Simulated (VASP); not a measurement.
Input of a VASP 6.6.1 run:

INCAR

```
ALGO = Normal
EDIFF = 1E-6
ENCUT = 1000
GGA = PS
GGA_COMPAT = False
ISIF = 2
ISMEAR = -1
LASPH = True
LCHARG = False
LREAL = Auto
LWAVE = False
NBANDS = 89
NELM = 120
NELMDL = -8
PREC = Accurate
SIGMA = 0.15
```

File KPOINTS:

```
k-points
0
Gamma
  3 3 1
```

File POSCAR:

```
W8C8O
1.0
    5.7641400000      0.0000000000      0.0000000000
   -2.8820700000      4.9918920000      0.0000000000
    0.0000000000      0.0000000000     15.2358050000
W C O
8 8 1
Direct
    0.0000000000      0.0000000000      0.0656349000
   -0.0005800843     -0.0011622647      0.2587425095
    0.0000000000      0.5000000000      0.0656349000
   -0.0050652628      0.4995578720      0.2514138283
    0.5000000000      0.0000000000      0.0656349000
    0.4938248453     -0.0123616215      0.2449880573
    0.5000000000      0.5000000000      0.0656349000
    0.5046409931      0.4995652236      0.2514045505
    0.3295223944      0.1646070213      0.1530295930
    0.3763757537      0.1731460690      0.3351788596
    0.3331250701      0.6662458471      0.1485850554
    0.3233312738      0.6466484089      0.3218762210
    0.8350974127      0.1646175165      0.1530238460
    0.7966600654      0.1731329969      0.3351355321
    0.8363745365      0.6728002919      0.1538467780
    0.8288802777      0.6577789000      0.3293725614
    0.5491536997      0.0985418095      0.3814236845
```

Potentials or basis: VASP PAW PBE potentials, release 64 (W_sv, C_h, O_h).

Command:

```console
$ cat potpaw_PBE.64/W_sv/POTCAR potpaw_PBE.64/C_h/POTCAR potpaw_PBE.64/O_h/POTCAR > POTCAR
$ mpirun -np 1 vasp_std > vasp.out
```

Question: Estimate the band gap on the k mesh.

Answer: Zero (bands 75 and 76 overlap by 0.53 eV).

Question: Estimate the largest force.

Answer: 0.832 eV/Å.

Forces on the atoms (eV/Å):
```
W    0.000  0.170  0.688
W    0.000  0.022 -0.002
W   -0.288 -0.184 -0.048
W   -0.004 -0.009 -0.026
W    0.000  0.200 -0.807
W   -0.006 -0.033 -0.093
W    0.288 -0.185 -0.049
W    0.001 -0.012 -0.024
C   -0.007  0.000 -0.007
C   -0.058  0.012  0.041
C    0.000 -0.008  0.002
C    0.000  0.017  0.094
C    0.006 -0.001 -0.005
C    0.065  0.013  0.049
C    0.002  0.002 -0.007
C    0.000 -0.006  0.088
O    0.001  0.000  0.105
```

Caveat: the k points lie up to 0.42 Å⁻¹ apart, too coarse for converged energies and pressures of a metal; there is no dipole correction, which matters where the two faces differ; the PAW data sets were made with another functional, which shifts forces and pressure a little; spin-orbit coupling is left out, which moves the levels of the heavy elements.
